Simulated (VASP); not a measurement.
# Rb3Zn (I4/mmm) in VASP: a series of runs

Runs on Rb3Zn. Level: PBE. Tasks: single point.

Program: VASP 6.6.1. These are calculated values, not measurements. Logs are shortened: lines on timing, memory, paths and dates and some standing lists are left out, and cuts for length are marked.

**1. The cell of the first run**

It takes space group I4/mmm (No. 139, tetragonal). The conventional cell has a = 6.403 Å, b = 6.403 Å, c = 12.883 Å, α = 90.00°, β = 90.00°, γ = 90.00°.

**2. Single point, PBE**

INCAR reads:

```
  PREC = Accurate
  ENCUT = 520
  EDIFF = 1E-6
  ISMEAR = -1
  SIGMA = 0.05
  LREAL = F
  LASPH = T
  NELM = 80
  ALGO = Fast
  ISIF = 2
  LWAVE = F
  LCHARG = F
  GGA = PE
  NBANDS = 28
```

KPOINTS reads:

```
regular mesh
0
Gamma
  6 6 6
```

POSCAR reads:

```
Rb3Zn
1.0
   -3.2012661432      3.2012661432      6.4414396921
    3.2012661432     -3.2012661432      6.4414396921
    3.2012661432      3.2012661432     -6.4414396921
Rb Zn
3 1
Direct
    0.5000000000      0.5000000000      0.0000000000
    0.2500000000      0.7500000000      0.5000000000
    0.7500000000      0.2500000000      0.5000000000
    0.0000000000      0.0000000000      0.0000000000
```

Potentials or basis: VASP PAW PBE potentials, release 64 (Rb_sv, Zn).

Started as:

```bash
$ cat potpaw_PBE.64/Rb_sv/POTCAR potpaw_PBE.64/Zn/POTCAR > POTCAR
$ mpirun -np 1 vasp_std > vasp.out
```

OUTCAR:

```text
PREC = Accurate
   ENCUT = 520
   EDIFF = 1E-6
   ISMEAR = -1
   LREAL = F
   LASPH = T
   NELM = 80
   ISIF = 2
   GGA = PE

 ion  position               nearest neighbor table
   1  0.500  0.500  0.000-   2 4.54   3 4.54   2 4.54   3 4.54   2 4.54   3 4.54   2 4.54   3 4.54

   2  0.250  0.750  0.500-   3 4.53   3 4.53   3 4.53   3 4.53   1 4.54   1 4.54   1 4.54   1 4.54

   3  0.750  0.250  0.500-   2 4.53   2 4.53   2 4.53   2 4.53   1 4.54   1 4.54   1 4.54   1 4.54

   4  0.000  0.000  0.000-

  LATTYP: Found a body centered tetragonal cell.
 ALAT       =     6.4025322864
 C/A-ratio  =     2.0121537554

  Lattice vectors:

 A1 = (  -3.2012661432,   3.2012661432,   6.4414396921)
 A2 = (   3.2012661432,  -3.2012661432,   6.4414396921)
 A3 = (   3.2012661432,   3.2012661432,  -6.4414396921)

Analysis of symmetry for initial positions (statically):
=====================================================================
 Subroutine PRICEL returns:
 Original cell was already a primitive cell.

 Routine SETGRP: Setting up the symmetry group for a
 body centered tetragonal supercell.

 Subroutine GETGRP returns: Found 16 space group operations
 (whereof 16 operations were pure point group operations)
 out of a pool of 16 trial point group operations.

The static configuration has the point symmetry D_4h.

Analysis of symmetry for dynamics (positions and initial velocities):
=====================================================================
 Subroutine PRICEL returns:
 Original cell was already a primitive cell.

 Routine SETGRP: Setting up the symmetry group for a
 body centered tetragonal supercell.

 Subroutine GETGRP returns: Found 16 space group operations
 (whereof 16 operations were pure point group operations)
 out of a pool of 16 trial point group operations.

The dynamic configuration has the point symmetry D_4h.

 Subroutine INISYM returns: Found 16 space group operations
 (whereof 16 operations are pure point group operations),
 and found     1 'primitive' translations

----------------------------------------------------------------------------------------

                                     Primitive cell

  volume of cell :     264.0502
[... 88 lines left out ...]
   LNONCOLLINEAR =      F non collinear calculations
   LSORBIT =      F    spin-orbit coupling
   LASPH  =      T    aspherical Exc in radial PAW
   ENCUT  =  520.0 eV  38.22 Ry    6.18 a.u.  14.64 14.64 14.64*2*pi/ulx,y,z
   NELM   =     80;   NELMIN=  2; NELMDL= -5     # of ELM steps
   EDIFF  = 0.1E-05   stopping-criterion for ELM
   LREAL  =      F    real-space projection
   EDIFFG = 0.1E-04   stopping-criterion for IOM
   NSW    =      0    number of steps for IOM
   IBRION =     -1    ionic relax: 0-MD 1-quasi-New 2-CG
   NFREE  =      0    steps in history (QN), initial steepest desc. (CG)
   ISIF   =      2    stress and relaxation
   ISYM   =      2    0-nonsym 1-usesym 2-fastsym
   POTIM  = 0.5000    time-step for ionic-motion
   TEBEG  =    0.0;   TEEND  =   0.0 temperature during run
   PSTRESS=    0.0 pullay stress
   NELECT =      39.0000    total number of electrons
   NUPDOWN=      -1.0000    fix difference up-down
   EMIN   =  10.00;   EMAX   =-10.00  energy-range for DOS
   EFERMI =   0.00;   METHOD = LEGACY
   ISMEAR =    -1;   SIGMA  =   0.05  broadening in eV -4-tet -1-fermi 0-gaus
   EFERMI_NEDOS =   21; number of points for ismear=-14 and -15
   IALGO  =     68    algorithm
   IMIX   =      4    mixing-type and parameters
     AMIX     =   0.40;   BMIX     =  1.00
     AMIX_MAG =   1.60;   BMIX_MAG =  1.00
  volume/ion in A,a.u.               =      66.01       445.47
  Fermi-wavevector in a.u.,A,eV,Ry     =   0.865368  1.635309 10.188885  0.748862
  Thomas-Fermi vector in A             =   1.983601
   LORBIT       =      0    0 simple, 1 ext, 2 COOP (PROOUT), +10 PAW based schemes
   GGA     = PE    functional components
   LHFCALC =     F    Hartree Fock is set to
   AEXX    =    0.0000 exact exchange contribution
   IVDW    =     0    specifies the selected vdW correction
   LEPSILON=     F    determine dielectric tensor
   LRPA    =     F    only Hartree local field effects (RPA)
 non-spin polarized calculation
 RMM-DIIS sequential band-by-band and
  energy-cutoff  :      520.00
  volume of cell :      264.05
 maximum number of plane-waves:      7136
 NGX is ok and might be reduce to    60
   NGX = 29   NGY = 29   NGZ = 29

 number of electron      38.9999993 magnetization

 Free energy of the ion-electron system (eV)
  ---------------------------------------------------
  ext. energy  EPLUGINS =         0.00000000
  ---------------------------------------------------
  free energy    TOTEN  =        -3.23278098 eV

  energy without entropy =       -3.20700658  energy(sigma->0) =       -3.21989378

 E-fermi :   0.3404     XC(G=0):  -6.1291

 val. band max:        0.3039312274   @ k =   0.5000   0.3333  -0.0000
 cond. band min:       0.3472304759   @ k =   0.5000   0.1667  -0.0000
 fundamental gap:      0.0432992485
 Fermi energy:         0.3403752559

 k-point     1 :       0.0000    0.0000    0.0000
  band No.  band energies     occupation
      1     -28.5790      2.00000
      2     -28.5428      2.00000
      3     -28.5331      2.00000
      4     -12.7622      2.00000
      5     -12.7022      2.00000
      6     -12.7022      2.00000
[... 733 lines left out ...]
     27       2.7733      0.00000
     28       2.7755      0.00000

 [... further k-points ...]

------------------------ aborting loop because EDIFF is reached ----------------------------------------

  FORCE on cell =-STRESS in cart. coord.  units (eV):
  Direction    XX          YY          ZZ          XY          YZ          ZX
  --------------------------------------------------------------------------------------
  -------------------------------------------------------------------------------------
  Total       -0.1408205     -0.1408205     -0.2751170      0.0000000      0.0000000      0.0000000
  in kB       -0.8544567     -0.8544567     -1.6693272      0.0000000      0.0000000      0.0000000
  external PRESSURE =      -1.1260802 kB  Pullay stress =       0.0000000 kB

 VOLUME and BASIS-vectors are now :
 -----------------------------------------------------------------------------
  energy-cutoff  :      520.00
  volume of cell :      264.05
      direct lattice vectors                 reciprocal lattice vectors
    -3.201266143  3.201266143  6.441439692     0.000000000  0.156188201  0.077622399
     3.201266143 -3.201266143  6.441439692     0.156188201  0.000000000  0.077622399
     3.201266143  3.201266143 -6.441439692     0.156188201  0.156188201  0.000000000

 POSITION                                       TOTAL-FORCE (eV/Angst)
 -----------------------------------------------------------------------------------
      0.00000      0.00000      6.44144         0.000000      0.000000      0.000000
      3.20127      0.00000      3.22072         0.000000     -0.000000     -0.000000
      0.00000      3.20127      3.22072        -0.000000      0.000000      0.000000
      0.00000      0.00000      0.00000         0.000000      0.000000      0.000000
 -----------------------------------------------------------------------------------
    total drift:                               -0.000000     -0.000000      0.000000

  FREE ENERGIE OF THE ION-ELECTRON SYSTEM (eV)
  ---------------------------------------------------
  free  energy   TOTEN  =        -3.2327809780 eV

  energy  without entropy=       -3.2070065818  energy(sigma->0) =       -3.21989378
```

OSZICAR:

```text
N       E                     dE             d eps       ncg     rms          rms(c)
DAV:   1     0.272505996208E+03    0.27251E+03   -0.15656E+04  1680   0.114E+03
DAV:   2     0.305299861660E+02   -0.24198E+03   -0.23670E+03  1952   0.263E+02
DAV:   3    -0.212853886720E+01   -0.32659E+02   -0.32503E+02  2480   0.905E+01
DAV:   4    -0.320322995818E+01   -0.10747E+01   -0.10726E+01  2204   0.165E+01
DAV:   5    -0.324845538052E+01   -0.45225E-01   -0.45220E-01  2544   0.256E+00    0.218E+00
RMM:   6    -0.323406888859E+01    0.14386E-01   -0.48548E-02  2106   0.146E+00    0.137E+00
RMM:   7    -0.323127603159E+01    0.27929E-02   -0.24877E-02  2189   0.664E-01    0.338E-01
RMM:   8    -0.323255971809E+01   -0.12837E-02   -0.70626E-03  2425   0.330E-01    0.112E-01
RMM:   9    -0.323274855554E+01   -0.18884E-03   -0.15912E-03  2245   0.250E-01    0.450E-02
RMM:  10    -0.323275391779E+01   -0.53622E-05   -0.46501E-04  2513   0.819E-02    0.155E-02
RMM:  11    -0.323277329932E+01   -0.19382E-04   -0.16989E-04  2591   0.524E-02    0.963E-03
RMM:  12    -0.323277699640E+01   -0.36971E-05   -0.50678E-05  2725   0.307E-02    0.359E-03
RMM:  13    -0.323277935414E+01   -0.23577E-05   -0.26097E-05  2631   0.184E-02    0.202E-03
RMM:  14    -0.323278051380E+01   -0.11597E-05   -0.97300E-06  2379   0.109E-02    0.723E-04
RMM:  15    -0.323278097800E+01   -0.46420E-06   -0.50038E-06  2155   0.807E-03
   1 F= -.32327810E+01 E0= -.32198938E+01  d E =-.257744E-01
```

Wall time 6.8 min (1 thread of Oxide Virtual Turin-like, shared host); peak memory 0.55 GiB.

Results:

```
Free energy            : -3.2328 eV
Pressure               : -0.1 GPa
Band gap on the k mesh : zero (an odd number of electrons rules out a gap without spin polarisation)
```

Stress tensor (GPa, compression positive):
```
-0.09  0.00  0.00
 0.00 -0.09  0.00
 0.00  0.00 -0.17
```

Levels at points of the mesh, in eV from the Fermi level:
```tsv
k point	band 16	band 17	band 18	band 19	band 20	band 21	band 22	band 23
(0.00, 0.00, 0.00)	-7.13	-7.13	-3.77	-0.61	0.53	0.93	0.93	1.49
(0.50, 0.00, 0.00)	-7.13	-7.13	-3.42	-1.10	0.17	0.41	0.93	1.59
(0.50, 0.50, 0.00)	-7.13	-7.13	-3.33	-0.51	0.21	0.32	0.45	0.50
(0.50, 0.50, 0.50)	-7.13	-7.13	-3.51	-1.35	0.21	1.07	1.07	1.22
```

**3. Single point, PBE**

This run uses another cell than the first one, of 62.28 Å³/atom.

INCAR reads:

```
SYSTEM = Rb3Zn
PREC = Accurate
ENCUT = 520
EDIFF = 1E-6
ISMEAR = 1
SIGMA = 0.1
LREAL = .FALSE.
LASPH = .TRUE.
NELM = 100
ALGO = Fast
ISIF = 2
LWAVE = .FALSE.
LCHARG = .FALSE.
GGA = PE
NBANDS = 28
```

KPOINTS reads:

```
Automatic mesh
0
G
  6 6 6
  0 0 0
```

POSCAR reads:

```
Rb3Zn
1.0
   -3.1396880000      3.1396880000      6.3175350000
    3.1396880000     -3.1396880000      6.3175350000
    3.1396880000      3.1396880000     -6.3175350000
Rb Zn
3 1
Direct
    0.5000000000      0.5000000000      0.0000000000
    0.2500000000      0.7500000000      0.5000000000
    0.7500000000      0.2500000000      0.5000000000
    0.0000000000      0.0000000000      0.0000000000
```

Potentials or basis: VASP PAW PBE potentials, release 64 (Rb_sv, Zn).

Started as:

```bash
$ cat potpaw_PBE.64/Rb_sv/POTCAR potpaw_PBE.64/Zn/POTCAR > POTCAR
$ mpirun -np 1 vasp_std > vasp.out
```

OUTCAR:

```text
SYSTEM = Rb3Zn
   PREC = Accurate
   ENCUT = 520
   EDIFF = 1E-6
   ISMEAR = 1
   LREAL = .FALSE.
   LASPH = .TRUE.
   NELM = 100
   ISIF = 2
   GGA = PE

 ion  position               nearest neighbor table
   1  0.500  0.500  0.000-   2 4.45   3 4.45   2 4.45   3 4.45   2 4.45   3 4.45   2 4.45   3 4.45

   2  0.250  0.750  0.500-   3 4.44   3 4.44   3 4.44   3 4.44   1 4.45   1 4.45   1 4.45   1 4.45

   3  0.750  0.250  0.500-   2 4.44   2 4.44   2 4.44   2 4.44   1 4.45   1 4.45   1 4.45   1 4.45

   4  0.000  0.000  0.000-
[... 947 lines left out ...]
  Direction    XX          YY          ZZ          XY          YZ          ZX
  --------------------------------------------------------------------------------------
  -------------------------------------------------------------------------------------
  Total        0.1657499      0.1657499     -0.0472322      0.0000000      0.0000000      0.0000000
  in kB        1.0660639      1.0660639     -0.3037860      0.0000000      0.0000000      0.0000000
  external PRESSURE =       0.6094472 kB  Pullay stress =       0.0000000 kB

 VOLUME and BASIS-vectors are now :
 -----------------------------------------------------------------------------
  energy-cutoff  :      520.00
  volume of cell :      249.10
      direct lattice vectors                 reciprocal lattice vectors
    -3.139688000  3.139688000  6.317535000     0.000000000  0.159251493  0.079144793
     3.139688000 -3.139688000  6.317535000     0.159251493  0.000000000  0.079144793
     3.139688000  3.139688000 -6.317535000     0.159251493  0.159251493  0.000000000

 POSITION                                       TOTAL-FORCE (eV/Angst)
 -----------------------------------------------------------------------------------
      0.00000      0.00000      6.31754        -0.000000      0.000000     -0.000000
      3.13969     -0.00000      3.15877         0.000000     -0.000000      0.000000
     -0.00000      3.13969      3.15877        -0.000000      0.000000      0.000000
      0.00000      0.00000      0.00000        -0.000000      0.000000     -0.000000
 -----------------------------------------------------------------------------------
    total drift:                               -0.000000     -0.000000      0.000000

  FREE ENERGIE OF THE ION-ELECTRON SYSTEM (eV)
  ---------------------------------------------------
  free  energy   TOTEN  =        -3.2220617712 eV

  energy  without entropy=       -3.2193705492  energy(sigma->0) =       -3.22116470
```

It took 10 min on 1 thread of Oxide Virtual Turin-like, shared host; peak memory 0.57 GiB.

Results:

| Item | Value |
| --- | --- |
| Free energy | -3.2221 eV |
| Pressure | 0.1 GPa |
| Band gap on the k mesh | zero (an odd number of electrons rules out a gap without spin polarisation) |

The gap in the log of VASP goes by the Fermi energy; the results here count the filled bands.